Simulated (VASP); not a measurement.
Fe:

```xyz
2
Lattice="1.2146 -2.1037 0.0000 1.2146 2.1037 0.0000 0.0000 0.0000 3.7596" Properties=species:S:1:pos:R:3 pbc="T T T"
Fe    1.2146    0.7012    0.9399
Fe    1.2146   -0.7012    2.8197
```

| Item | Value |
| --- | --- |
| Program | VASP 6.6.1 |
| Task | relaxation of cell and atoms |
| Functional | PBE |
| Potentials or basis | VASP PAW PBE potentials, release 64 (Fe) |
| Cutoff | 600 eV |
| k mesh | 6 × 6 × 4 |
| Occupations | fermi-dirac, width 0.1 eV |
| Spin | no spin polarisation |

At the start: pressure 20.3 GPa; volume 9.61 Å³/atom.

**Question.** How do energy, volume and symmetry change on relaxing?

**Answer.** Over 9 steps the energy falls by 38.8 meV/atom and the volume is 10.21 Å³/atom (+6.3 %); space group P6_3/mmc (No. 194, to 0.05 Å).

Step by step:
| step | energy change (eV) | largest force (eV/Å) | pressure (GPa) | volume (Å³) |
| --- | --- | --- | --- | --- |
| 1 | 0.0000 | 0.0000 | 20.35 | 19.21 |
| 2 | 0.1232 | 0.0000 | -24.19 | 22.80 |
| 3 | -0.0767 | 0.0000 | -0.85 | 20.49 |
| 4 | -0.0768 | 0.0000 | -0.32 | 20.45 |
| 5 | -0.0768 | 0.0000 | 0.04 | 20.43 |
| 6 | -0.0776 | 0.0000 | 0.36 | 20.40 |
| 7 | -0.0776 | 0.0000 | 0.32 | 20.41 |
| 8 | -0.0776 | 0.0000 | -0.40 | 20.46 |
| 9 | -0.0776 | 0.0000 | 0.03 | 20.43 |

Final structure:
```cif
data_structure
_symmetry_space_group_name_H-M 'P 1'
_symmetry_Int_Tables_number 1
_cell_length_a 2.4667
_cell_length_b 2.4667
_cell_length_c 3.8765
_cell_angle_alpha 90.000
_cell_angle_beta 90.000
_cell_angle_gamma 120.000
_cell_volume 20.43
loop_
_atom_site_label
_atom_site_type_symbol
_atom_site_fract_x
_atom_site_fract_y
_atom_site_fract_z
_atom_site_occupancy
Fe1 Fe 0.33333 0.66667 0.25000 1
Fe2 Fe 0.66667 0.33333 0.75000 1
```

Caveat: the k points lie up to 0.49 Å⁻¹ apart in the final cell; the run has no spin polarisation, though such a crystal can be magnetic.
